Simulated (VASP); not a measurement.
Write the native input for VASP 6.6.1 that does the following.

```yaml
Task: single point
Functional: r2SCAN
Potentials_or_basis: VASP PAW PBE potentials, release 64 (N, La, As)
Cutoff: 660 eV
k_mesh: 6 × 6 × 4
Occupations: fermi-dirac, width 0.02 eV
Spin: no spin polarisation
Dipole_correction: no
Further_INCAR_settings: ALGO = Normal; EDIFF = 1e-06; NBANDS = 24
```

The system is La2AsN.

```
N La As
1.0
     4.15774    0.00000    0.00000
     0.00000    4.15774    0.00000
     0.00000    0.00000    5.89725
N La As
1 2 1
Direct
  0.00000 0.00000 0.00000
  0.00000 0.00000 0.50000
  0.50000 0.50000 0.00000
  0.50000 0.50000 0.50000
```

These files were run (other wordings do the same):

POSCAR

```
La2AsN
1.0
    4.1577366378      0.0000000000      0.0000000000
    0.0000000000      4.1577366378      0.0000000000
    0.0000000000      0.0000000000      5.8972490500
N La As
1 2 1
Direct
    0.0000000000      0.0000000000      0.0000000000
    0.0000000000      0.0000000000      0.5000000000
    0.5000000000      0.5000000000      0.0000000000
    0.5000000000      0.5000000000      0.5000000000
```

INCAR.step1

```
ALGO     = Normal         # electronic algorithm
EDIFF    = 1E-5           # SCF threshold, eV
ENCUT    = 660            # plane-wave cutoff, eV
GGA      = PE             # functional
GGA_COMPAT= F            
ISMEAR   = -1             # smearing method
LASPH    = T              # aspherical terms in the spheres
LCHARG   = F              # write CHGCAR
LMAXMIX  = 6              # l up to which the mixer works
LREAL    = F              # projectors in reciprocal space
LWAVE    = T              # write WAVECAR
NBANDS   = 24             # bands
NELM     = 200            # most SCF steps
PREC     = Accurate       # precision mode
SIGMA    = 0.02           # smearing width, eV
```

INCAR.step2

```
ALGO     = Normal         # electronic algorithm
EDIFF    = 1E-6           # SCF threshold, eV
ENCUT    = 660            # plane-wave cutoff, eV
GGA_COMPAT= F            
ISIF     = 2              # what is computed and relaxed
ISMEAR   = -1             # smearing method
ISTART   = 1            
LASPH    = T              # aspherical terms in the spheres
LCHARG   = F              # write CHGCAR
LMAXMIX  = 6              # l up to which the mixer works
LMIXTAU  = T            
LREAL    = F              # projectors in reciprocal space
LWAVE    = F              # write WAVECAR
METAGGA  = R2SCAN         # meta-GGA
NBANDS   = 24             # bands
NELM     = 200            # most SCF steps
PREC     = Accurate       # precision mode
SIGMA    = 0.02           # smearing width, eV
```

KPOINTS

```
k-points
0
Gamma
  6 6 4
```

Potentials or basis: VASP PAW PBE potentials, release 64 (N, La, As).

Command:

```sh
$ cat potpaw_PBE.64/N/POTCAR potpaw_PBE.64/La/POTCAR potpaw_PBE.64/As/POTCAR > POTCAR
$ cp INCAR.step1 INCAR
$ mpirun -np 1 vasp_std > vasp.out
$ cp INCAR.step2 INCAR
$ mpirun -np 1 vasp_std > vasp.out
```

It gave:

```json
{"Pressure": "-2.7 GPa", "Band gap on the k mesh": "0.07 eV"}
```

Caveat: semilocal functionals underestimate gaps, and a narrow one can read as zero; the PAW data sets were made with another functional, which shifts forces and pressure a little; spin-orbit coupling is left out, which moves the levels of the heavy elements.

Run time: 5.7 min on 1 thread of AMD EPYC 9R45 96-Core Processor (Zen 5), on a shared host, peak memory 0.32 GiB.
